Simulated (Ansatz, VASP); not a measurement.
# B: VASP beside Ansatz

```
CELL_PARAMETERS angstrom
1.71445 0.00000 0.00000
-0.85723 1.48476 0.00000
0.00000 0.00000 26.20829
ATOMIC_POSITIONS crystal
B 0.66667 0.33333 0.83378
B 0.33333 0.66667 0.66670
B 0.66667 0.33333 0.16670
B 0.33333 0.66667 0.99986
B 0.66667 0.33333 0.49986
B 0.33333 0.66667 0.33378
```

Alike in both runs: functional PBE; k mesh 12 × 12 × 2; occupations gaussian, width 0.1 eV; no spin polarisation.

Ansatz relaxed the structure, and its values are those at the end. VASP's run is a single point on that final structure, the one shown.

|  | VASP | Ansatz |
| --- | --- | --- |
| version | VASP 6.6.1 | Ansatz 0.2.0 |
| potentials or method | VASP PAW PBE potentials, release 64 (B), cutoff 520 eV | scalar-relativistic, plane waves, PAW |
| valence electrons in the cell | 18 | 18 |

|  | VASP | Ansatz | Ansatz less VASP |
| --- | --- | --- | --- |
| gap on the k mesh at the Fermi level (eV) | none | none | - |
| pressure (GPa) | 0.1 | 0.2 | +0.05 |

A gap of «none» marks a metal or a gap that the smearing closes. With one functional, cell and mesh, what is left measures potentials, basis and numerics.
